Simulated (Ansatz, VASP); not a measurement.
## Two plane-wave programs on K4MnFe3

```
K Fe Mn
1.0
     6.10742    0.00000    0.00000
     0.00000    6.10742    0.00000
     0.00000    0.00000    6.10742
K Fe Mn
4 3 1
Direct
  0.00000 0.00000 0.00000
  0.50000 0.50000 0.00000
  0.50000 0.00000 0.50000
  0.00000 0.50000 0.50000
  0.00000 0.50000 0.00000
  0.00000 0.00000 0.50000
  0.50000 0.00000 0.00000
  0.50000 0.50000 0.50000
```

Alike in both runs: task single point; functional PBE; k mesh 6 × 6 × 6; no spin polarisation.

|  | VASP | Ansatz |
| --- | --- | --- |
| version | VASP 6.6.1 | Ansatz 0.2.0 |
| potentials or method | VASP PAW PBE potentials, release 64 (K_sv, Fe, Mn_pv), cutoff 520 eV | PAW plane waves |
| occupations | fermi-dirac, width 0.1 eV | fermi-dirac |
| valence electrons in the cell | 73 | 99 |

|  | VASP | Ansatz | Ansatz less VASP |
| --- | --- | --- | --- |
| pressure (GPa) | 2.9 | 2.9 | -0.03 |

VASP's potentials hold 73 valence electrons a cell and Ansatz's 99, so a difference there can come from the potentials and not from the codes.
